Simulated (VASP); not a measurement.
Here is a VASP 6.6.1 calculation.

Contents of INCAR:

```
SYSTEM = Zn12H2O
PREC = Accurate
ENCUT = 520
EDIFF = 1E-6
ISMEAR = 0
SIGMA = 0.05
LREAL = Auto
LASPH = .TRUE.
NELM = 60
ALGO = Normal
ISIF = 2
LWAVE = .FALSE.
LCHARG = .FALSE.
GGA = PE
IVDW = 12
NBANDS = 89
LUSENCCL = .FALSE.
```

The input KPOINTS:

```
regular mesh
0
G
  5 5 1
  0 0 0
```

Contents of POSCAR:

```
Zn12H2O
1.0
    5.3200000000      0.0000000000      0.0000000000
    2.6600000000      4.6072550000      0.0000000000
    0.0000000000      0.0000000000     17.9369600000
Zn O H
12 1 2
Direct
    0.0000000000      0.0000000000      0.0557508073
    0.5000000000      0.0000000000      0.0557508073
   -0.0000000543      0.5000001085      0.0557508073
    0.4999999457      0.5000001085      0.0557508073
   -0.1676942415      0.3387294604      0.1837321932
    0.3280162532      0.3362746364      0.1891033375
   -0.1677096681      0.8294535466      0.1836818502
    0.3204077332      0.8399676163      0.1933593541
   -0.3200582535      0.1602856799      0.3045349379
    0.1498911866      0.1825123637      0.3257975710
   -0.3336550575      0.6671920699      0.3148190663
    0.1495434401      0.6683804131      0.3262978230
    0.3496554844      0.8250589559      0.4000644479
    0.1602981868      0.4194393408      0.3893765164
    0.3449267201      0.8276518230      0.4544653052
```

Potentials or basis: VASP PAW PBE potentials, release 64 (Zn, O, H).

Launch:

```bash
$ cat potpaw_PBE.64/Zn/POTCAR potpaw_PBE.64/O/POTCAR potpaw_PBE.64/H/POTCAR > POTCAR
$ mpirun -np 1 vasp_std > vasp.out
```

(1) Estimate the dispersion energy per atom.

(2) Predict the band gap on the k mesh.

(3) Predict the largest force.

Answers

(1) -0.255 eV.

(2) zero (bands 76 and 77 overlap by 0.80 eV).

(3) 0.213 eV/Å.

Caveat: there is no dipole correction, which matters where the two faces differ.
